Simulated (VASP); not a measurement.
# KMgF3 (Pm-3m) in VASP: single point with r2SCAN

Aim: the single point of KMgF3 with r2SCAN.

All numbers are computed with VASP 6.6.1; they aren't measurements. Logs are shortened: lines on timing, memory, paths and dates and some standing lists are left out, and cuts for length are marked.

### 1 The cell of the first run

The structure is cubic, space group Pm-3m (No. 221). The conventional cell has a = 3.986 Å, b = 3.986 Å, c = 3.986 Å, α = 90.00°, β = 90.00°, γ = 90.00°. Within 3.7 Å of K (site symmetry m-3m) lie 12 F at 2.82 Å and 8 Mg at 3.45 Å. Within 2.6 Å of Mg (site symmetry m-3m) lie 6 F at 1.99 Å. Within 2.6 Å of F (site symmetry 4/mmm) lie 2 Mg at 1.99 Å.

### 2 Single point, r2SCAN

POSCAR reads:

```
KMgF3
1.0
    3.9859000000      0.0000000000      0.0000000000
    0.0000000000      3.9859000000      0.0000000000
    0.0000000000      0.0000000000      3.9859000000
K Mg F
1 1 3
Direct
    0.5000000000      0.5000000000      0.5000000000
    0.0000000000      0.0000000000      0.0000000000
    0.5000000000      0.0000000000      0.0000000000
    0.0000000000      0.5000000000      0.0000000000
    0.0000000000      0.0000000000      0.5000000000
```

INCAR.step1 reads:

```
PREC = Accurate
ENCUT = 520
ISMEAR = 0
SIGMA = 0.01
LREAL = False
LASPH = True
NELM = 100
NBANDS = 24
GGA = PE
ALGO = Normal
EDIFF = 1E-4
LWAVE = True
LCHARG = False
```

INCAR.step2 reads:

```
PREC = Accurate
ENCUT = 520
EDIFF = 1E-6
ISMEAR = 0
SIGMA = 0.01
LREAL = False
LASPH = True
NELM = 100
ALGO = Normal
ISIF = 2
LWAVE = False
LCHARG = True
METAGGA = R2SCAN
LMIXTAU = True
LELF = True
LVHAR = True
NBANDS = 24
ISTART = 1
```

KPOINTS reads:

```
Automatic mesh
0
Gamma
  5 5 5
  0.5 0.5 0.5
```

Potentials or basis: VASP PAW PBE potentials, release 64 (K_sv, Mg, F).

Command:

```console
> cat potpaw_PBE.64/K_sv/POTCAR potpaw_PBE.64/Mg/POTCAR potpaw_PBE.64/F/POTCAR > POTCAR
> cp INCAR.step1 INCAR
> mpirun -np 1 vasp_std > vasp.out
> cp INCAR.step2 INCAR
> mpirun -np 1 vasp_std > vasp.out
```

OUTCAR:

```text
PREC = Accurate
   ENCUT = 520
   EDIFF = 1E-6
   ISMEAR = 0
   LREAL = False
   LASPH = True
   NELM = 100
   ISIF = 2
   METAGGA = R2SCAN
   ISTART = 1

 ion  position               nearest neighbor table
   1  0.500  0.500  0.500-   3 2.82   4 2.82   5 2.82   3 2.82   4 2.82   3 2.82   5 2.82   3 2.82
                             4 2.82   5 2.82   4 2.82   5 2.82   2 3.45   2 3.45   2 3.45   2 3.45
   2  0.000  0.000  0.000-   3 1.99   4 1.99   5 1.99   5 1.99   4 1.99   3 1.99   1 3.45   1 3.45
                             1 3.45   1 3.45   1 3.45   1 3.45   1 3.45   1 3.45
   3  0.500  0.000  0.000-   2 1.99   2 1.99   1 2.82   1 2.82   1 2.82   1 2.82
   4  0.000  0.500  0.000-   2 1.99   2 1.99   1 2.82   1 2.82   1 2.82   1 2.82
   5  0.000  0.000  0.500-   2 1.99   2 1.99   1 2.82   1 2.82   1 2.82   1 2.82

  LATTYP: Found a simple cubic cell.
 ALAT       =     3.9859000000

  Lattice vectors:

 A1 = (   3.9859000000,   0.0000000000,   0.0000000000)
 A2 = (   0.0000000000,   3.9859000000,   0.0000000000)
 A3 = (   0.0000000000,   0.0000000000,   3.9859000000)

Analysis of symmetry for initial positions (statically):
=====================================================================
 Subroutine PRICEL returns:
 Original cell was already a primitive cell.

 Routine SETGRP: Setting up the symmetry group for a
 simple cubic supercell.

 Subroutine GETGRP returns: Found 48 space group operations
 (whereof 48 operations were pure point group operations)
 out of a pool of 48 trial point group operations.

The static configuration has the point symmetry O_h .

Analysis of symmetry for dynamics (positions and initial velocities):
=====================================================================
 Subroutine PRICEL returns:
 Original cell was already a primitive cell.

 Routine SETGRP: Setting up the symmetry group for a
 simple cubic supercell.

 Subroutine GETGRP returns: Found 48 space group operations
 (whereof 48 operations were pure point group operations)
 out of a pool of 48 trial point group operations.

The dynamic configuration has the point symmetry O_h .

 Subroutine INISYM returns: Found 48 space group operations
 (whereof 48 operations are pure point group operations),
 and found     1 'primitive' translations

----------------------------------------------------------------------------------------

                                     Primitive cell
[... 82 lines left out ...]
   EDIFF  = 0.1E-05   stopping-criterion for ELM
   LREAL  =      F    real-space projection
   EDIFFG = 0.1E-04   stopping-criterion for IOM
   NSW    =      0    number of steps for IOM
   IBRION =     -1    ionic relax: 0-MD 1-quasi-New 2-CG
   NFREE  =      0    steps in history (QN), initial steepest desc. (CG)
   ISIF   =      2    stress and relaxation
   ISYM   =      2    0-nonsym 1-usesym 2-fastsym
   POTIM  = 0.5000    time-step for ionic-motion
   TEBEG  =    0.0;   TEEND  =   0.0 temperature during run
   PSTRESS=    0.0 pullay stress
   NELECT =      32.0000    total number of electrons
   NUPDOWN=      -1.0000    fix difference up-down
   EMIN   =  10.00;   EMAX   =-10.00  energy-range for DOS
   EFERMI =   0.00;   METHOD = LEGACY
   ISMEAR =     0;   SIGMA  =   0.01  broadening in eV -4-tet -1-fermi 0-gaus
   EFERMI_NEDOS =   21; number of points for ismear=-14 and -15
   IALGO  =     38    algorithm
   IMIX   =      4    mixing-type and parameters
     AMIX     =   0.40;   BMIX     =  1.00
     AMIX_MAG =   1.60;   BMIX_MAG =  1.00
  volume/ion in A,a.u.               =      12.67        85.47
  Fermi-wavevector in a.u.,A,eV,Ry     =   1.303962  2.464132 23.134232  1.700318
  Thomas-Fermi vector in A             =   2.434930
   LORBIT       =      0    0 simple, 1 ext, 2 COOP (PROOUT), +10 PAW based schemes
   METAGGA = R2SCAN    functional components
   LHFCALC =     F    Hartree Fock is set to
   AEXX    =    0.0000 exact exchange contribution
   IVDW    =     0    specifies the selected vdW correction
   LEPSILON=     F    determine dielectric tensor
   LRPA    =     F    only Hartree local field effects (RPA)
 non-spin polarized calculation
 Gauss-broadening in eV      SIGMA  =   0.01
  energy-cutoff  :      520.00
  volume of cell :       63.33
 maximum number of plane-waves:      1736
 NGX is ok and might be reduce to    30
   NGX = 15   NGY = 15   NGZ = 15

 number of electron      31.9999958 magnetization

 Free energy of the ion-electron system (eV)
  ---------------------------------------------------
  ext. energy  EPLUGINS =         0.00000000
  ---------------------------------------------------
  free energy    TOTEN  =       -37.41509984 eV

  energy without entropy =      -37.41509984  energy(sigma->0) =      -37.41509984

 E-fermi :  -2.1113     XC(G=0): -10.2043

 val. band max:       -2.2166949169   @ k =   0.5000   0.5000   0.5000
 cond. band min:       6.5460238804   @ k =   0.1000   0.1000   0.1000
 fundamental gap:      8.7627187973
 Fermi energy:        -2.1113454381

 k-point     1 :       0.1000    0.1000    0.1000
  band No.  band energies     occupation
      1     -28.8080      2.00000
      2     -23.4243      2.00000
      3     -22.8446      2.00000
      4     -22.8446      2.00000
      5     -11.5453      2.00000
      6     -11.5453      2.00000
[... 259 lines left out ...]
     23      14.0037      0.00000
     24      14.0037      0.00000

------------------------ aborting loop because EDIFF is reached ----------------------------------------

  FORCE on cell =-STRESS in cart. coord.  units (eV):
  Direction    XX          YY          ZZ          XY          YZ          ZX
  --------------------------------------------------------------------------------------
  -------------------------------------------------------------------------------------
  Total       -0.3619899     -0.3619899     -0.3619899     -0.0000000      0.0000000     -0.0000000
  in kB       -9.1585736     -9.1585736     -9.1585736     -0.0000000      0.0000000     -0.0000000
  external PRESSURE =      -9.1585736 kB  Pullay stress =       0.0000000 kB

 VOLUME and BASIS-vectors are now :
 -----------------------------------------------------------------------------
  energy-cutoff  :      520.00
  volume of cell :       63.33
      direct lattice vectors                 reciprocal lattice vectors
     3.985900000  0.000000000  0.000000000     0.250884367  0.000000000  0.000000000
     0.000000000  3.985900000  0.000000000     0.000000000  0.250884367  0.000000000
     0.000000000  0.000000000  3.985900000     0.000000000  0.000000000  0.250884367

 POSITION                                       TOTAL-FORCE (eV/Angst)
 -----------------------------------------------------------------------------------
      1.99295      1.99295      1.99295         0.000000      0.000000      0.000000
      0.00000      0.00000      0.00000         0.000000      0.000000      0.000000
      1.99295      0.00000      0.00000         0.000000      0.000000      0.000000
      0.00000      1.99295      0.00000         0.000000      0.000000      0.000000
      0.00000      0.00000      1.99295         0.000000      0.000000      0.000000
 -----------------------------------------------------------------------------------
    total drift:                                0.000000     -0.000000      0.000000

  FREE ENERGIE OF THE ION-ELECTRON SYSTEM (eV)
  ---------------------------------------------------
  free  energy   TOTEN  =       -37.4150998352 eV

  energy  without entropy=      -37.4150998352  energy(sigma->0) =      -37.41509984
```

OUTCAR.step1:

```text
PREC = Accurate
   ENCUT = 520
   ISMEAR = 0
   LREAL = False
   LASPH = True
[... 487 lines left out ...]
      0.00000      0.00000      0.00000         0.000000      0.000000      0.000000
      1.99295      0.00000      0.00000         0.000000      0.000000      0.000000
      0.00000      1.99295      0.00000         0.000000      0.000000      0.000000
      0.00000      0.00000      1.99295         0.000000      0.000000      0.000000
 -----------------------------------------------------------------------------------
    total drift:                                0.000000     -0.000000      0.000000

  FREE ENERGIE OF THE ION-ELECTRON SYSTEM (eV)
  ---------------------------------------------------
  free  energy   TOTEN  =       -24.4146450752 eV

  energy  without entropy=      -24.4146450752  energy(sigma->0) =      -24.41464508
```

It took 63 s on 1 thread of Intel Xeon 6975P-C, shared host; peak memory 0.17 GiB.

Results:

```yaml
Free_energy: -37.4151 eV
Pressure: -0.9 GPa
Band_gap_on_the_k_mesh: 8.76 eV, indirect (least direct gap 9.11 eV)
```

Caveat: the PAW data sets were made with another functional, which shifts forces and pressure a little. A k mesh can miss the band edges.
